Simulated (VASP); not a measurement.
A run of VASP 6.6.1 is set up as follows.

The input INCAR:

```
ALGO = Normal
DIPOL = 0.5 0.5 0.500
EDIFF = 1E-7
ENCUT = 520
GGA = CA
IDIPOL = 3
ISIF = 2
ISMEAR = 0
LASPH = True
LCHARG = False
LDIPOL = True
LREAL = False
LWAVE = False
NBANDS = 22
NELM = 80
PREC = Accurate
SIGMA = 0.02
```

The input KPOINTS:

```
k-points
0
Gamma
  9 9 1
```

File POSCAR:

```
Bi
1.0
    4.4190000000      0.0000000000      0.0000000000
   -2.2095000000      3.8269662593      0.0000000000
    0.0000000000      0.0000000000     28.0000000000
Bi
2
Direct
    0.3333333333      0.6666666667      0.5131250000
    0.6666666667      0.3333333333      0.4868750000
```

Potentials or basis: VASP PAW LDA potentials, release 64 (Bi_d).

Launch:

```bash
$ cat potpaw_LDA.64/Bi_d/POTCAR > POTCAR
$ mpirun -np 1 vasp_std > vasp.out
```

Problem. What does it give for the largest force?

Solution. 3.105 eV/Å.

Problem. What does it give for the band gap on the k mesh?

Solution. Zero (bands 15 and 16 overlap by 0.22 eV).

Forces in eV/Å, atoms in the order of the input:
```
Bi   0.000  0.000  3.105
Bi   0.000  0.000 -3.105
```

Caveat: spin-orbit coupling is left out, which moves the levels of the heavy elements.
